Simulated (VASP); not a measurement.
Write the native input for VASP 6.6.1 that does the following.

```yaml
Task: single point
Functional: r2SCAN
Potentials_or_basis: VASP PAW PBE potentials, release 64 (Na_pv, I)
Cutoff: 520 eV
k_mesh: 6 × 6 × 6
Occupations: gaussian, width 0.05 eV
Spin: no spin polarisation
Dipole_correction: no
Further_INCAR_settings: ALGO = Normal; EDIFF = 1e-07; NBANDS = 14
```

The system is NaI.

```
Na I
1.0
     0.00000    3.23640    3.23640
     3.23640    0.00000    3.23640
     3.23640    3.23640    0.00000
Na I
1 1
Direct
  0.00000 0.00000 0.90730
  0.50000 0.50000 0.50000
```

This cell differs from its parent crystal: atom 1 (Na) moved by (-0.300, -0.300) A along x and y.

The input as run:

POSCAR

```
NaI
1.0
    0.0000000000      3.2364000000      3.2364000000
    3.2364000000      0.0000000000      3.2364000000
    3.2364000000      3.2364000000      0.0000000000
Na I
1 1
Direct
    0.0000000000      0.0000000000     -0.0926955877
    0.5000000000      0.5000000000      0.5000000000
```

INCAR.step1

```
PREC = Accurate
ENCUT = 520
ISMEAR = 0
SIGMA = 0.05
LREAL = F
LASPH = T
NELM = 100
NBANDS = 14
GGA = PE
ALGO = Normal
EDIFF = 1E-4
LWAVE = T
LCHARG = F
```

INCAR.step2

```
PREC = Accurate
ENCUT = 520
EDIFF = 1E-7
ISMEAR = 0
SIGMA = 0.05
LREAL = F
LASPH = T
NELM = 100
ALGO = Normal
ISIF = 2
LWAVE = F
LCHARG = F
METAGGA = R2SCAN
LMIXTAU = T
NBANDS = 14
ISTART = 1
```

KPOINTS

```
regular mesh
0
Gamma
  6 6 6
```

Potentials or basis: VASP PAW PBE potentials, release 64 (Na_pv, I).

Command:

```console
$ cat potpaw_PBE.64/Na_pv/POTCAR potpaw_PBE.64/I/POTCAR > POTCAR
$ cp INCAR.step1 INCAR
$ mpirun -np 1 vasp_std > vasp.out
$ cp INCAR.step2 INCAR
$ mpirun -np 1 vasp_std > vasp.out
```

Results of the run:

```yaml
Pressure: 0.8 GPa
Largest_force: 0.468 eV/Å
Band_gap_on_the_k_mesh: 4.45 eV, direct
```

Caveat: the cell differs from its parent crystal (atom 1 (Na) moved by (-0.300, -0.300) A along x and y); the PAW data sets were made with another functional, which shifts forces and pressure a little; spin-orbit coupling is left out, which moves the levels of the heavy elements.

Wall time 78 s on 1 thread of Intel(R) Xeon(R) 6975P-C (Granite Rapids) (shared host), peak memory 0.23 GiB.
